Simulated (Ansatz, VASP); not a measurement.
## One calculation of Br, two programs

INCAR

```
  PREC = Accurate
  ENCUT = 520
  EDIFF = 1E-7
  ISMEAR = -1
  SIGMA = 0.08
  LREAL = False
  LASPH = True
  NELM = 100
  ALGO = Normal
  ISIF = 2
  LWAVE = False
  LCHARG = False
  GGA = PE
  NBANDS = 14
```

Contents of KPOINTS:

```
regular mesh
0
Gamma
  11 11 11
```

Contents of POSCAR:

```
Br
1.0
    0.0000000000      2.6872225691      2.6872225691
    2.6872225691      0.0000000000      2.6872225691
    2.6872225691      2.6872225691      0.0000000000
Br
2
Direct
   -0.1250000000     -0.1250000000     -0.1250000000
    0.1250000000      0.1250000000      0.1250000000
```

Input for Ansatz:

```yaml
crystal:
  lattice:
    - [0.0, 2.6872225691, 2.6872225691]
    - [2.6872225691, 0.0, 2.6872225691]
    - [2.6872225691, 2.6872225691, 0.0]
  atoms:
    - { symbol: Br, position: [-0.125, -0.125, -0.125] }
    - { symbol: Br, position: [0.125, 0.125, 0.125] }
kpoints:
  mp_grid: { grid: [11, 11, 11] }
scf:
  occupations: { method: fermi_dirac, width: 0.08 }
hamiltonian:
  xc: pbe
  pseudopotentials: { kind: all_electron, lapw: { basis_error: 0.001 } }
output:
  forces: true
  stress: true
  eigenvalues: true
  populations: true
```

Change from the starting cell: volume scaled by 0.45, LAPW.

Alike in both runs: task single point; functional PBE; k mesh 11 × 11 × 11; occupations fermi-dirac, width 0.08 eV; no spin polarisation.

```csv
,VASP,Ansatz
version,VASP 6.6.1,Ansatz 0.2.0
potentials or method,"VASP PAW PBE potentials, release 64 (Br), cutoff 520 eV","all-electron LAPW, scalar-relativistic"
```

Ansatz gave:

| Property | Result |
| --- | --- |
| pressure (GPa) | 70.7 |

**Question.** Which values does VASP return?

**Answer.** Pressure (GPa): 70.9.

Both programs put the cell under a high pressure, so it lies far from rest at this level. Ansatz ran all-electron here, and VASP with PAW potentials.

Noted on VASP's run: the cell as given lies far from equilibrium.
